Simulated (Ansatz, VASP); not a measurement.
## One calculation of MnSi7C8, two programs

```
CELL_PARAMETERS angstrom
0.00000 4.35800 4.35800
4.35800 0.00000 4.35800
4.35800 4.35800 0.00000
ATOMIC_POSITIONS crystal
Mn 0.00000 0.00000 0.00000
Si 0.99883 0.99883 0.50117
Si 0.99883 0.50117 0.99883
Si 0.99883 0.50117 0.50117
Si 0.50117 0.99883 0.99883
Si 0.50117 0.99883 0.50117
Si 0.50117 0.50117 0.99883
Si 0.50000 0.50000 0.50000
C 0.13041 0.13041 0.13041
C 0.13041 0.13041 0.60877
C 0.13041 0.60877 0.13041
C 0.12525 0.62492 0.62492
C 0.60877 0.13041 0.13041
C 0.62492 0.12525 0.62492
C 0.62492 0.62492 0.12525
C 0.62492 0.62492 0.62492
```

Alike in both runs: task single point; functional PBEsol; k mesh 3 × 3 × 3; occupations gaussian, width 0.05 eV; collinear spin; Hubbard terms Mn d U = 3.5 eV.

|  | VASP | Ansatz |
| --- | --- | --- |
| version | VASP 6.6.1 | Ansatz 0.2.0 |
| potentials or method | VASP PAW PBE potentials, release 64 (Mn_pv, Si, C), cutoff 520 eV | scalar-relativistic, plane waves, PAW |
| valence electrons in the cell | 73 | 75 |

```csv
,VASP,Ansatz,Ansatz less VASP
gap on the k mesh at the Fermi level (eV),none,none,-
pressure (GPa),4.5,4.5,-0.01
rms of the force components (eV/Å),0.033,0.002,-0.0308
net moment per atom (μB),0.19,0.19,0.000
size of the moment on the site where the two differ most (μB),3.39,3.03,-0.363
```

VASP's potentials were made for PBE, not for PBEsol. Site moments also hang on the region over which each program counts them. The programs project onto different local orbitals, so the same U acts differently, and such runs can settle in different states. Atom by atom the forces differ by 0.033 eV/Å (rms over components). A gap of «none» marks a metal or a gap that the smearing closes. VASP's potentials hold 73 valence electrons a cell and Ansatz's 75, so a difference there can come from the potentials and not from the codes. Ansatz's warnings: filled band counts differ across k points.

The k mesh is coarse, so the values compare programs but aren't converged.
